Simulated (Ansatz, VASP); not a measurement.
## MoS2 in VASP and in Ansatz

File INCAR:

```
SYSTEM = MoS2
PREC = Accurate
ENCUT = 520
EDIFF = 1E-7
ISMEAR = -1
SIGMA = 0.05
LREAL = .FALSE.
LASPH = .TRUE.
NELM = 60
ALGO = Normal
ISIF = 2
LWAVE = .FALSE.
LCHARG = .TRUE.
GGA = PE
LELF = .TRUE.
LVHAR = .TRUE.
NBANDS = 20
```

The input KPOINTS:

```
regular mesh
0
G
  10 10 10
  0 0 0
```

Contents of POSCAR:

```
MoS2
1.0
    1.5919737044      0.9191264496      6.1638812343
   -1.5919737044      0.9191264496      6.1638812343
    0.0000000000     -1.8382528992      6.1638812343
Mo S
1 2
Direct
    0.0000000000      0.0000000000      0.0000000000
    0.7484000000      0.7484000000      0.7484000000
    0.5849000000      0.5849000000      0.5849000000
```

The input input.yaml:

```yaml
crystal:
  lattice:
    - [1.5919737044, 0.9191264496, 6.1638812343]
    - [-1.5919737044, 0.9191264496, 6.1638812343]
    - [0.0, -1.8382528992, 6.1638812343]
  atoms:
    - { symbol: Mo, position: [0.0, 0.0, 0.0] }
    - { symbol: S, position: [0.7484, 0.7484, 0.7484] }
    - { symbol: S, position: [0.5849, 0.5849, 0.5849] }
kpoints:
  mp_grid: { grid: [10, 10, 10] }
scf:
  occupations: { method: fermi_dirac, width: 0.05 }
hamiltonian:
  xc: pbe
  pseudopotentials: { kind: all_electron, lapw: { basis_error: 0.001 } }
output:
  forces: true
  stress: true
  eigenvalues: true
```

Change from the starting cell: volume scaled by 1.02.

Alike in both runs: task single point; functional PBE; k mesh 10 × 10 × 10; occupations fermi-dirac, width 0.05 eV; no spin polarisation.

|  | VASP | Ansatz |
| --- | --- | --- |
| version | VASP 6.6.1 | Ansatz 0.2.0 |
| potentials or method | VASP PAW PBE potentials, release 64 (Mo_sv, S), cutoff 520 eV | all-electron LAPW, scalar-relativistic |

Ansatz gave:

```
gap on the k mesh at the Fermi level (eV)                     : 0.80
least direct gap on the mesh (eV)                             : 1.87
pressure (GPa)                                                : 5.9
traceless stress, the component that is largest in VASP (GPa) : 4.38
rms of the force components (eV/Å)                            : 0.437
```

Task: What did VASP give for the same quantities?

Result: gap on the k mesh at the Fermi level (eV): 0.81; least direct gap on the mesh (eV): 1.87; pressure (GPa): 5.8; traceless stress, the component that is largest in VASP (GPa): 4.34; rms of the force components (eV/Å): 0.429.

Atom by atom the forces differ by 0.008 eV/Å (rms over components). Ansatz ran all-electron here, and VASP with PAW potentials.
